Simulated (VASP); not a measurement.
# TiB (F-43m) in VASP: notebook

TiB is run at these levels: PBEsol; tasks: single point.

All numbers are computed with VASP 6.6.1; they aren't measurements. Logs are shortened: lines on timing, memory, paths and dates and some standing lists are left out, and cuts for length are marked.

## Step 1: The cell of the first run

It takes space group F-43m (No. 216, cubic). The conventional cell has a = 4.955 Å, b = 4.955 Å, c = 4.955 Å, α = 90.00°, β = 90.00°, γ = 90.00°. Within 2.8 Å of Ti (site symmetry -43m) lie 4 B at 2.15 Å. Within 2.8 Å of B (site symmetry -43m) lie 4 Ti at 2.15 Å.

## Step 2: Single point, PBEsol (volume scaled by 1.03)

The input, INCAR:

```
PREC = Accurate ; ENCUT = 520
EDIFF = 1E-7 ; ISMEAR = 0
SIGMA = 0.1 ; LREAL = False
LASPH = True ; NELM = 80
ALGO = Normal ; ISIF = 2
LWAVE = False ; LCHARG = False
GGA = PS ; NBANDS = 14
```

The input, KPOINTS:

```
regular mesh
0
Gamma
  14 14 14
```

The input, POSCAR:

```
TiB
1.0
    0.0000000000      2.4776341062      2.4776341062
    2.4776341062      0.0000000000      2.4776341062
    2.4776341062      2.4776341062      0.0000000000
Ti B
1 1
Direct
    0.7500000000      0.7500000000      0.7500000000
    0.0000000000      0.0000000000      0.0000000000
```

Potentials or basis: VASP PAW PBE potentials, release 64 (Ti_sv, B).

Command:

```
> cat potpaw_PBE.64/Ti_sv/POTCAR potpaw_PBE.64/B/POTCAR > POTCAR
> mpirun -np 1 vasp_std > vasp.out
```

OUTCAR:

```text
PREC = Accurate
   ENCUT = 520
   EDIFF = 1E-7
   ISMEAR = 0
   LREAL = False
   LASPH = True
   NELM = 80
   ISIF = 2
   GGA = PS

 ion  position               nearest neighbor table
   1  0.750  0.750  0.750-   2 2.15   2 2.15   2 2.15   2 2.15
   2  0.000  0.000  0.000-   1 2.15   1 2.15   1 2.15   1 2.15

  LATTYP: Found a face centered cubic cell.
 ALAT       =     4.9552682124

  Lattice vectors:

 A1 = (   0.0000000000,   2.4776341062,   2.4776341062)
 A2 = (   2.4776341062,   0.0000000000,   2.4776341062)
 A3 = (   2.4776341062,   2.4776341062,   0.0000000000)

Analysis of symmetry for initial positions (statically):
=====================================================================
 Subroutine PRICEL returns:
 Original cell was already a primitive cell.

 Routine SETGRP: Setting up the symmetry group for a
 face centered cubic supercell.

 Subroutine GETGRP returns: Found 24 space group operations
 (whereof 24 operations were pure point group operations)
 out of a pool of 48 trial point group operations.

The static configuration has the point symmetry T_d .

Analysis of symmetry for dynamics (positions and initial velocities):
=====================================================================
 Subroutine PRICEL returns:
 Original cell was already a primitive cell.

 Routine SETGRP: Setting up the symmetry group for a
 face centered cubic supercell.

 Subroutine GETGRP returns: Found 24 space group operations
 (whereof 24 operations were pure point group operations)
 out of a pool of 48 trial point group operations.

The dynamic configuration has the point symmetry T_d .

 Subroutine INISYM returns: Found 24 space group operations
 (whereof 24 operations are pure point group operations),
 and found     1 'primitive' translations

----------------------------------------------------------------------------------------

                                     Primitive cell

  volume of cell :      30.4188

  direct lattice vectors                    reciprocal lattice vectors
     0.000000000  2.477634106  2.477634106    -0.201805423  0.201805423  0.201805423
     2.477634106  0.000000000  2.477634106     0.201805423 -0.201805423  0.201805423
     2.477634106  2.477634106  0.000000000     0.201805423  0.201805423 -0.201805423

  length of vectors
     3.503903756  3.503903756  3.503903756     0.349537247  0.349537247  0.349537247

[... 84 lines left out ...]
   IBRION =     -1    ionic relax: 0-MD 1-quasi-New 2-CG
   NFREE  =      0    steps in history (QN), initial steepest desc. (CG)
   ISIF   =      2    stress and relaxation
   ISYM   =      2    0-nonsym 1-usesym 2-fastsym
   POTIM  = 0.5000    time-step for ionic-motion
   TEBEG  =    0.0;   TEEND  =   0.0 temperature during run
   PSTRESS=    0.0 pullay stress
   NELECT =      15.0000    total number of electrons
   NUPDOWN=      -1.0000    fix difference up-down
   EMIN   =  10.00;   EMAX   =-10.00  energy-range for DOS
   EFERMI =   0.00;   METHOD = LEGACY
   ISMEAR =     0;   SIGMA  =   0.10  broadening in eV -4-tet -1-fermi 0-gaus
   EFERMI_NEDOS =   21; number of points for ismear=-14 and -15
   IALGO  =     38    algorithm
   IMIX   =      4    mixing-type and parameters
     AMIX     =   0.40;   BMIX     =  1.00
     AMIX_MAG =   1.60;   BMIX_MAG =  1.00
  volume/ion in A,a.u.               =      15.21       102.64
  Fermi-wavevector in a.u.,A,eV,Ry     =   1.293376  2.444126 22.760113  1.672821
  Thomas-Fermi vector in A             =   2.425025
   LORBIT       =      0    0 simple, 1 ext, 2 COOP (PROOUT), +10 PAW based schemes
   GGA     = PS    functional components
   LHFCALC =     F    Hartree Fock is set to
   AEXX    =    0.0000 exact exchange contribution
   IVDW    =     0    specifies the selected vdW correction
   LEPSILON=     F    determine dielectric tensor
   LRPA    =     F    only Hartree local field effects (RPA)
 non-spin polarized calculation
 Gauss-broadening in eV      SIGMA  =   0.10
  energy-cutoff  :      520.00
  volume of cell :       30.42
 maximum number of plane-waves:       869
 NGX is ok and might be reduce to    28
   NGX = 13   NGY = 13   NGZ = 13

 number of electron      15.0000003 magnetization

 Free energy of the ion-electron system (eV)
  ---------------------------------------------------
  ext. energy  EPLUGINS =         0.00000000
  ---------------------------------------------------
  free energy    TOTEN  =       -13.82320869 eV

  energy without entropy =      -13.81471459  energy(sigma->0) =      -13.81896164

 E-fermi :   4.5308     XC(G=0): -10.5883

 val. band max:        4.5169457468   @ k =   0.5000   0.2857   0.1429
 cond. band min:       4.5353819804   @ k =   0.4286   0.2857   0.0714
 fundamental gap:      0.0184362336
 Fermi energy:         4.5308417736

 k-point     1 :       0.0000    0.0000    0.0000
  band No.  band energies     occupation
      1     -51.4012      2.00000
      2     -27.7162      2.00000
      3     -27.7162      2.00000
      4     -27.7162      2.00000
      5      -3.1924      2.00000
      6       3.5560      2.00000
      7       3.5560      2.00000
      8       3.5560      2.00000
      9       6.6568      0.00000
     10       6.6568      0.00000
     11      12.6504      0.00000
     12      12.9806      0.00000
     13      12.9806      0.00000
     14      12.9806      0.00000
[... 377 lines left out ...]
      1     -51.3937      2.00000
      2     -27.7798      2.00000
      3     -27.7353      2.00000
      4     -27.7337      2.00000
      5      -2.0490      2.00000
      6       2.7998      2.00000
      7       3.9339      2.00000
      8       4.0090      2.00000
      9       6.1022      0.00000
     10       6.8933      0.00000
     11      10.3073      0.00000
     12      11.2992      0.00000
     13      12.0390      0.00000
     14      14.2874      0.00000

 [... further k-points ...]
[... 5 lines left out ...]
  --------------------------------------------------------------------------------------
  -------------------------------------------------------------------------------------
  Total       -0.5586951     -0.5586951     -0.5586951      0.0000000      0.0000000      0.0000000
  in kB      -29.4268630    -29.4268630    -29.4268630      0.0000000      0.0000000      0.0000000
  external PRESSURE =     -29.4268630 kB  Pullay stress =       0.0000000 kB

 VOLUME and BASIS-vectors are now :
 -----------------------------------------------------------------------------
  energy-cutoff  :      520.00
  volume of cell :       30.42
      direct lattice vectors                 reciprocal lattice vectors
     0.000000000  2.477634106  2.477634106    -0.201805423  0.201805423  0.201805423
     2.477634106  0.000000000  2.477634106     0.201805423 -0.201805423  0.201805423
     2.477634106  2.477634106  0.000000000     0.201805423  0.201805423 -0.201805423

 POSITION                                       TOTAL-FORCE (eV/Angst)
 -----------------------------------------------------------------------------------
      3.71645      3.71645      3.71645         0.000000      0.000000      0.000000
      0.00000      0.00000      0.00000        -0.000000     -0.000000     -0.000000
 -----------------------------------------------------------------------------------
    total drift:                                0.000001      0.000001      0.000001

  FREE ENERGIE OF THE ION-ELECTRON SYSTEM (eV)
  ---------------------------------------------------
  free  energy   TOTEN  =       -13.8232086914 eV

  energy  without entropy=      -13.8147145883  energy(sigma->0) =      -13.81896164
```

OSZICAR:

```text
N       E                     dE             d eps       ncg     rms          rms(c)
DAV:   1     0.117542446964E+03    0.11754E+03   -0.78122E+03  2912   0.117E+03
DAV:   2    -0.613844192814E+01   -0.12368E+03   -0.11846E+03  3002   0.325E+02
DAV:   3    -0.172169914014E+02   -0.11079E+02   -0.10784E+02  4912   0.844E+01
DAV:   4    -0.176790076374E+02   -0.46202E+00   -0.46154E+00  3450   0.144E+01
DAV:   5    -0.176900476696E+02   -0.11040E-01   -0.11039E-01  3946   0.204E+00    0.136E+01
DAV:   6    -0.140239548230E+02    0.36661E+01   -0.10719E+01  4228   0.440E+01    0.474E+00
DAV:   7    -0.138178198238E+02    0.20613E+00   -0.14387E+00  3272   0.161E+01    0.256E+00
DAV:   8    -0.138191656959E+02   -0.13459E-02   -0.58817E-02  3616   0.342E+00    0.103E+00
DAV:   9    -0.138228977542E+02   -0.37321E-02   -0.19532E-02  3344   0.184E+00    0.135E-01
DAV:  10    -0.138232718954E+02   -0.37414E-03   -0.16474E-03  3790   0.341E-01    0.969E-02
DAV:  11    -0.138232403353E+02    0.31560E-04   -0.66430E-05  3492   0.636E-02    0.696E-02
DAV:  12    -0.138232098706E+02    0.30465E-04   -0.11024E-04  3356   0.143E-01    0.158E-02
DAV:  13    -0.138232084428E+02    0.14278E-05   -0.65188E-06  3110   0.347E-02    0.433E-03
DAV:  14    -0.138232086384E+02   -0.19562E-06   -0.49728E-07  3614   0.721E-03    0.244E-03
DAV:  15    -0.138232086914E+02   -0.52975E-07   -0.12824E-07  2500   0.511E-03
   1 F= -.13823209E+02 E0= -.13818962E+02  d E =-.849410E-02
```

stdout:

```text
POSCAR found type information on POSCAR TiB
 POSCAR found :  2 types and       2 ions
 scaLAPACK will be used
 -----------------------------------------------------------------------------
|                                                                             |
|                                                                             |
|     You enforced a specific xc type in the INCAR file but a different       |
|     I HOPE YOU KNOW WHAT YOU ARE DOING!                                     |
|                                                                             |
 -----------------------------------------------------------------------------

 LDA part: xc-table for (Slater+PW92), standard interpolation
 POSCAR, INCAR and KPOINTS ok, starting setup
 FFT: planning ... GRIDC
 FFT: planning ... GRID_SOFT
 FFT: planning ... GRID
 WAVECAR not read
 entering main loop
```

Run time: 1.7 min. Hardware: 1 thread of AMD EPYC 7R43 (Zen 3), shared host; peak memory 0.14 GiB.

Results:

| Property | Result |
| --- | --- |
| Free energy | -13.8232 eV |
| Pressure | -2.9 GPa |

Caveat: the PAW data sets were made with another functional, which shifts forces and pressure a little.

## Step 3: Single point, PBEsol (volume scaled by 1.06)

The input, INCAR:

```
SYSTEM = TiB
ALGO = Normal
EDIFF = 1E-6
ENCUT = 520
GGA = PS
ISIF = 2
ISMEAR = 0
LASPH = .True.
LCHARG = .False.
LREAL = .False.
LWAVE = .False.
NBANDS = 14
NELM = 80
PREC = Accurate
SIGMA = 0.1
```

The input, KPOINTS:

```
k-points
0
Gamma
  14 14 14
  0 0 0
```

The input, POSCAR:

```
TiB
1.0
    0.0000000000      2.5014589726      2.5014589726
    2.5014589726      0.0000000000      2.5014589726
    2.5014589726      2.5014589726      0.0000000000
Ti B
1 1
Direct
    0.7500000000      0.7500000000      0.7500000000
    0.0000000000      0.0000000000      0.0000000000
```

Potentials or basis: VASP PAW PBE potentials, release 64 (Ti_sv, B).

Command:

```
> cat potpaw_PBE.64/Ti_sv/POTCAR potpaw_PBE.64/B/POTCAR > POTCAR
> mpirun -np 1 vasp_std > vasp.out
```

Wall time 1.7 min (1 thread of AMD EPYC 7R43 (Zen 3), shared host); peak memory 0.15 GiB.

Results (log left out):

- Free energy: -13.7998 eV
- Pressure: -5.6 GPa

Levels at points of the mesh, in eV from the Fermi level:
| k point | band 5 | band 6 | band 7 | band 8 | band 9 | band 10 | band 11 | band 12 |
| --- | --- | --- | --- | --- | --- | --- | --- | --- |
| (0.00, 0.00, 0.00) | -7.64 | -0.94 | -0.94 | -0.94 | 2.07 | 2.07 | 7.91 | 8.23 |
| (0.50, 0.00, 0.00) | -5.39 | -2.27 | -0.52 | -0.52 | 2.45 | 2.45 | 3.10 | 6.22 |
| (0.50, 0.50, 0.00) | -4.60 | -2.73 | 0.64 | 0.84 | 0.84 | 2.73 | 3.65 | 3.65 |

Caveat: the PAW data sets were made with another functional, which shifts forces and pressure a little.
